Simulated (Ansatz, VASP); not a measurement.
One calculation of SnO3, two programs

```
Sn O
1.0
     3.42756    0.00000    0.00000
     0.00000    3.42756    0.00000
     0.00000    0.00000    3.42756
Sn O
1 3
Direct
  0.00000 0.00000 0.00000
  0.00000 0.50000 0.50000
  0.50000 0.00000 0.50000
  0.50000 0.50000 0.00000
```

Change from the starting cell: species swapped into the Dy3Al type (Pm-3m, No. 221).

Alike in both runs: task relaxation of cell and atoms; functional PBE; k mesh 14 × 14 × 14; occupations gaussian, width 0.1 eV; no spin polarisation.

|  | VASP | Ansatz |
| --- | --- | --- |
| version | VASP 6.6.1 | Ansatz 0.2.0 |
| potentials or method | VASP PAW PBE potentials, release 64 (Sn_d, O), cutoff 600 eV | scalar-relativistic, plane waves, PAW |
| valence electrons in the cell | 32 | 32 |

|  | VASP | Ansatz | Ansatz less VASP |
| --- | --- | --- | --- |
| gap on the k mesh at the Fermi level, each at its own relaxed structure (eV) | none | none | - |
| relaxed volume (Å³/atom) | 10.07 | 10.06 | -0.009 |
| relaxed cell length with the largest relative difference (Å) | 3.428 | 3.427 | -0.0010 |

A gap of «none» marks a metal or a gap that the smearing closes.

Noted on VASP's run: the relaxation stopped at its first step, so nothing moved.
